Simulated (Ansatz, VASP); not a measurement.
# One calculation of SrTiO3, two programs

Contents of INCAR:

```
PREC     = Accurate       # precision mode
ENCUT    = 520            # plane-wave cutoff, eV
EDIFF    = 1E-6           # SCF threshold, eV
ISMEAR   = 0              # smearing method
SIGMA    = 0.05           # smearing width, eV
LREAL    = False          # projectors in reciprocal space
LASPH    = True           # aspherical terms in the spheres
NELM     = 100            # most SCF steps
ALGO     = Normal         # electronic algorithm
ISIF     = 2              # what is computed and relaxed
LWAVE    = False          # write WAVECAR
LCHARG   = False          # write CHGCAR
GGA      = PE             # functional
NBANDS   = 51             # bands
```

Contents of KPOINTS:

```
Automatic mesh
0
Gamma
  6 6 6
```

POSCAR

```
SrTiO3
1.0
   -3.9364035682      0.0000000000     -3.9364035682
    0.0000000000     -3.9364035682     -3.9364035682
   -3.9364035682     -3.9364035682      0.0000000000
Sr Ti O
2 2 6
Direct
    0.0017581217      0.0017581217     -0.0017581217
    0.5017581217      0.5017581217      0.4982418783
    0.2581726751      0.2581726751      0.2418273249
    0.7581726751      0.7581726751      0.7418273249
   -0.0108478664      0.4891521336      0.0108478664
    0.4891521336     -0.0108478664      0.5108478664
   -0.0108478664      0.4891521336      0.5108478664
    0.4891521336     -0.0108478664      0.0108478664
   -0.0123844009     -0.0123844009      0.5123844009
    0.4876155991      0.4876155991      0.0123844009
```

Input for Ansatz:

```yaml
crystal:
  lattice:
    - [-3.9364035682, 0.0, -3.9364035682]
    - [0.0, -3.9364035682, -3.9364035682]
    - [-3.9364035682, -3.9364035682, 0.0]
  atoms:
    - { symbol: Sr, position: [0.0017581217, 0.0017581217, -0.0017581217] }
    - { symbol: Sr, position: [0.5017581217, 0.5017581217, 0.4982418783] }
    - { symbol: Ti, position: [0.2581726751, 0.2581726751, 0.2418273249] }
    - { symbol: Ti, position: [0.7581726751, 0.7581726751, 0.7418273249] }
    - { symbol: O, position: [-0.0108478664, 0.4891521336, 0.0108478664] }
    - { symbol: O, position: [0.4891521336, -0.0108478664, 0.5108478664] }
    - { symbol: O, position: [-0.0108478664, 0.4891521336, 0.5108478664] }
    - { symbol: O, position: [0.4891521336, -0.0108478664, 0.0108478664] }
    - { symbol: O, position: [-0.0123844009, -0.0123844009, 0.5123844009] }
    - { symbol: O, position: [0.4876155991, 0.4876155991, 0.0123844009] }
basis:
  ecutwfc: 420
kpoints:
  mp_grid: { grid: [6, 6, 6] }
hamiltonian:
  xc: pbe
scf:
  occupations: { method: gaussian, width: 0.05 }
output:
  forces: true
  stress: true
  eigenvalues: true
```

Change from the starting cell: mode 1 (-138.1 1/cm) frozen in, largest displacement +0.098 Å.

Alike in both runs: task single point; functional PBE; k mesh 6 × 6 × 6; occupations gaussian, width 0.05 eV; no spin polarisation.

|  | VASP | Ansatz |
| --- | --- | --- |
| version | VASP 6.6.1 | Ansatz 0.2.0 |
| potentials or method | VASP PAW PBE potentials, release 64 (Sr_sv, Ti_sv, O), cutoff 520 eV | scalar-relativistic, plane waves, PAW |
| valence electrons in the cell | 80 | 80 |

|  | VASP | Ansatz | Ansatz less VASP |
| --- | --- | --- | --- |
| gap on the k mesh at the Fermi level (eV) | 1.88 | 1.91 | +0.032 |
| least direct gap on the mesh (eV) | 1.88 | 1.91 | +0.032 |
| pressure (GPa) | 2.4 | 1.8 | -0.61 |
| traceless stress, the component that is largest in VASP (GPa) | 3.05 | 2.97 | -0.088 |
| rms of the force components (eV/Å) | 0.219 | 0.193 | -0.0256 |

Atom by atom the forces differ by 0.026 eV/Å (rms over components).
